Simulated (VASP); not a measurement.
CdS: single point with PBE

Crystal: CdS.

```
CELL_PARAMETERS angstrom
4.16462 0.00000 0.00000
-2.08231 3.60667 0.00000
0.00000 0.00000 6.76598
ATOMIC_POSITIONS crystal
Cd 0.33333 0.66667 0.99903
Cd 0.66667 0.33333 0.49903
S 0.33333 0.66667 0.37597
S 0.66667 0.33333 0.87597
```

| Property | Result |
| --- | --- |
| Program | VASP 6.6.1 |
| Task | single point |
| Functional | PBE |
| Potentials or basis | VASP PAW PBE potentials, release 64 (Cd, S) |
| Cutoff | 520 eV |
| k mesh | 6 × 6 × 4 |
| Occupations | gaussian, width 0.01 eV |
| Spin | no spin polarisation |
| Dipole correction | no |
| Further INCAR settings | ALGO = Normal; EDIFF = 1e-06; NBANDS = 26 |

```yaml
Pressure: 1.7 GPa
Band_gap_on_the_k_mesh: 1.17 eV
```

Forces in eV/Å, atoms in the order of the input:
```
Cd   0.000  0.000  0.002
Cd   0.000  0.000  0.002
S    0.000  0.000 -0.002
S    0.000  0.000 -0.002
```

Levels at points of the mesh, in eV from the valence-band top:
| k point | band 14 | band 15 | band 16 | band 17 | band 18 | band 19 | band 20 | band 21 | band 22 | band 23 |
| --- | --- | --- | --- | --- | --- | --- | --- | --- | --- | --- |
| (0.00, 0.00, 0.00) | -0.73 | -0.73 | -0.04 | 0.00 | 0.00 | 1.17 | 2.76 | 6.48 | 6.48 | 6.80 |
| (0.50, 0.00, 0.00) | -3.44 | -2.55 | -1.81 | -1.24 | -0.73 | 3.68 | 3.88 | 5.12 | 6.35 | 7.04 |
| (0.00, 0.00, 0.50) | -2.41 | -0.38 | -0.38 | -0.38 | -0.38 | 2.81 | 2.81 | 6.17 | 6.17 | 6.82 |
| (0.50, 0.00, 0.50) | -4.03 | -1.30 | -1.30 | -1.27 | -1.27 | 3.48 | 3.48 | 5.37 | 5.37 | 7.87 |

Run time: 69 s on 1 thread of AMD EPYC 7R13, with other jobs on the host, peak memory 0.2 GiB.
